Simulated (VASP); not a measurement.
Here is a VASP 6.6.1 calculation.

Contents of POSCAR:

```
HPbNO4
1.0
    4.1992333042      0.1111690396      0.1681686480
    1.9160031303      3.8913215333      0.1256812733
    1.7608518629      1.2525922712      6.3726651046
H Pb N O
1 1 1 4
Direct
    0.8914524693      0.6820195829      0.6279641989
    0.1442604633      0.9287200241      0.8835175531
    0.2566946597      0.2886125609      0.3017057778
    0.8310816001      0.6505605158      0.7840518991
    0.3869424009      0.2238031025      0.1129480976
    0.3110391556      0.0357624470      0.4585633194
    0.0772633809      0.6063281167      0.3227509643
```

File INCAR.step1:

```
  PREC = Accurate
  ENCUT = 520
  ISMEAR = 0
  SIGMA = 0.02
  LREAL = F
  LASPH = T
  NELM = 80
  NBANDS = 31
  GGA = PE
  ALGO = Normal
  EDIFF = 1E-4
  LWAVE = T
  LCHARG = F
```

The input INCAR.step2:

```
  PREC = Accurate
  ENCUT = 520
  EDIFF = 1E-6
  ISMEAR = 0
  SIGMA = 0.02
  LREAL = F
  LASPH = T
  NELM = 80
  ALGO = Normal
  ISIF = 2
  LWAVE = F
  LCHARG = T
  METAGGA = R2SCAN
  LMIXTAU = T
  LELF = T
  LVHAR = T
  NBANDS = 31
  ISTART = 1
```

KPOINTS

```
Automatic mesh
0
Gamma
  6 6 4
```

Potentials or basis: VASP PAW PBE potentials, release 64 (H, Pb_d, N, O).

Command:

```sh
$ cat potpaw_PBE.64/H/POTCAR potpaw_PBE.64/Pb_d/POTCAR potpaw_PBE.64/N/POTCAR potpaw_PBE.64/O/POTCAR > POTCAR
$ cp INCAR.step1 INCAR
$ mpirun -np 1 vasp_std > vasp.out
$ cp INCAR.step2 INCAR
$ mpirun -np 1 vasp_std > vasp.out
```

Task: What does it give for the band gap on the k mesh?

Result: 3.11 eV, direct.

Task: Predict the pressure.

Result: -2.3 GPa.

Task: Estimate the largest force.

Result: 0.266 eV/Å.

Stress tensor (GPa, compression positive):
```
-2.03  0.06  0.04
 0.06 -2.31 -0.07
 0.04 -0.07 -2.63
```

Caveat: the standard files for N, O and F lose accuracy on very short bonds; the PAW data sets were made with another functional, which shifts forces and pressure a little; spin-orbit coupling is left out, which moves the levels of the heavy elements. A k mesh can miss the band edges.
